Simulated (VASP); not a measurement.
Runs of VASP 6.6.1 on Ge. The structure is that of space group Fd-3m (No. 227), or close to it. The cells are those of the table. 

```tsv
cell	k mesh	gap on the mesh (eV)	pressure (GPa)
a = 4.074 Å, angles 60.0°, 2 atoms	8 × 8 × 8	none	-0.1
a = 4.053 Å, angles 60.0°, 2 atoms	8 × 8 × 8	none	0.8
a = 4.074 Å, angles 60.0°, 2 atoms	7 × 7 × 7	none	-0.1
a = 4.094 Å, angles 60.0°, 2 atoms	7 × 7 × 7	none	(a)
```

Alike in all rows: task single point; level PBE; potentials or basis VASP PAW PBE potentials, release 64 (Ge_d); no spin polarisation; cutoff (eV) 500; smearing fermi-dirac 0.02 eV.

Estimate the missing entries.

(a) -0.9.

Caveats: semilocal functionals underestimate gaps, so a narrow gap can read as zero.

A k mesh can miss the band edges, and the runs leave out spin-orbit coupling on Ge.

A gap of «none» marks levels without a gap at the run's occupations.
